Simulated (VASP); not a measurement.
**KCl: single point with PBEsol**

Crystal: KCl.

```
K Cl
1.0
     0.00000    2.84967    2.84967
     2.84967    0.00000    2.84967
     2.84967    2.84967    0.00000
K Cl
1 1
Direct
  0.00000 0.00000 0.00000
  0.50000 0.50000 0.50000
```

```json
{
 "Program": "VASP 6.6.1",
 "Task": "single point",
 "Functional": "PBEsol",
 "Potentials or basis": "VASP PAW PBE potentials, release 64 (K_sv, Cl)",
 "Cutoff": "520 eV",
 "k mesh": "8 × 8 × 8",
 "Occupations": "gaussian, width 0.01 eV",
 "Spin": "no spin polarisation",
 "Dipole correction": "no",
 "Further INCAR settings": "ALGO = Normal; EDIFF = 1e-07; NBANDS = 15"
}
```

```json
{
 "Pressure": "10.2 GPa",
 "Band gap on the k mesh": "5.86 eV (least direct gap 6.12 eV)"
}
```

Levels at points of the mesh, in eV from the valence-band top:
| k point | band 6 | band 7 | band 8 | band 9 | band 10 | band 11 |
| --- | --- | --- | --- | --- | --- | --- |
| (0.00, 0.00, 0.00) | 0.00 | 0.00 | 0.00 | 6.17 | 8.21 | 8.21 |
| (0.50, 0.00, 0.00) | -1.75 | -0.69 | -0.69 | 8.20 | 9.54 | 11.34 |
| (0.50, 0.50, 0.00) | -0.81 | -0.26 | -0.26 | 5.86 | 9.65 | 10.60 |

It took 14 s on 1 thread of AMD EPYC 7R13 Processor (Zen 3) (shared host), peak memory 0.14 GiB.

Caveat: the cell stands under pressure; the PAW data sets were made with another functional, which shifts forces and pressure a little. A k mesh can miss the band edges.
